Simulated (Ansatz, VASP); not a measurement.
Two plane-wave programs on AlN

File INCAR:

```
ALGO = Normal
EDIFF = 1E-6
ENCUT = 520
GGA = PE
ISIF = 2
ISMEAR = 0
LASPH = True
LCHARG = False
LREAL = False
LWAVE = False
NBANDS = 11
NELM = 100
PREC = Accurate
SIGMA = 0.05
```

KPOINTS

```
k-points
0
Gamma
  10 10 10
```

POSCAR

```
AlN
1.0
   -0.0406981976      2.0147663288      2.0147663288
    2.0147663288     -0.0406981976      2.0147663288
    2.0147663288      2.0147663288     -0.0406981976
Al N
1 1
Direct
    0.5000000000      0.5000000000      0.5000000000
    0.0000000000      0.0000000000      0.0000000000
```

Input for Ansatz:

```yaml
crystal:
  lattice:
    - [-0.0406981976, 2.0147663288, 2.0147663288]
    - [2.0147663288, -0.0406981976, 2.0147663288]
    - [2.0147663288, 2.0147663288, -0.0406981976]
  atoms:
    - { symbol: Al, position: [0.5, 0.5, 0.5] }
    - { symbol: "N", position: [0.0, 0.0, 0.0] }
basis:
  ecutwfc: 520.0
kpoints:
  mp_grid: { grid: [10, 10, 10] }
hamiltonian:
  xc: pbe
  pseudopotentials: { kind: paw, azcp: { folder: soft_1 } }
scf:
  occupations: { method: gaussian, width: 0.05 }
output:
  forces: true
  stress: true
  eigenvalues: true
  write_density: true
  write_potential: true
  elf: true
  volumetric_format: npy
```

Alike in both runs: task single point; functional PBE; k mesh 10 × 10 × 10; occupations gaussian, width 0.05 eV; no spin polarisation.

|  | VASP | Ansatz |
| --- | --- | --- |
| version | VASP 6.6.1 | Ansatz 0.2.0 |
| potentials or method | VASP PAW PBE potentials, release 64 (Al, N), cutoff 520 eV | scalar-relativistic, plane waves, PAW |
| valence electrons in the cell | 8 | 8 |

```tsv
	VASP	Ansatz	Ansatz less VASP
gap on the k mesh at the Fermi level (eV)	4.05	4.06	+0.017
least direct gap on the mesh (eV)	5.09	5.08	-0.009
pressure (GPa)	-0.1	0.1	+0.14
traceless stress, the component that is largest in VASP (GPa)	5.94	5.94	-0.003
```
